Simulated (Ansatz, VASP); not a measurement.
Two plane-wave programs on Ca2Al3BiO10

```
Ca O Bi Al
1.0
     3.79222    0.00000    0.00000
     0.00000    3.79222    0.00000
     0.00000    0.00000   14.79019
Ca O Bi Al
2 10 1 3
Direct
  0.50000 0.50000 0.14600
  0.50000 0.50000 0.85400
  0.00000 0.00000 0.40400
  0.00000 0.00000 0.59600
  0.00000 0.50000 0.26400
  0.50000 0.00000 0.26400
  0.00000 0.50000 0.73600
  0.50000 0.00000 0.73600
  0.00000 0.50000 0.00000
  0.50000 0.00000 0.00000
  0.00000 0.00000 0.12200
  0.00000 0.00000 0.87800
  0.50000 0.50000 0.50000
  0.00000 0.00000 0.00000
  0.00000 0.00000 0.28350
  0.00000 0.00000 0.71650
```

Alike in both runs: task single point; functional PBE; k mesh 7 × 7 × 2; occupations gaussian, width 0.0302 eV; no spin polarisation.

|  | VASP | Ansatz |
| --- | --- | --- |
| version | VASP 6.6.1 | Ansatz 0.2.0 |
| potentials or method | VASP PAW PBE potentials, release 64 (Ca_sv, O, Bi_d, Al), cutoff 520 eV | PAW plane waves |
| valence electrons in the cell | 104 | 104 |

VASP gave:

```
pressure (GPa)                                                : -10.9
traceless stress, the component that is largest in VASP (GPa) : 7.15
rms of the force components (eV/Å)                            : 0.598
```

Q: Which values does Ansatz return?

A: Pressure (GPa): -10.8; traceless stress, the component that is largest in VASP (GPa): 7.07; rms of the force components (eV/Å): 0.593.

Atom by atom the forces differ by 0.010 eV/Å (rms over components). With one functional, cell and mesh, what is left measures potentials, basis and numerics.

Neither program's run includes spin-orbit coupling.
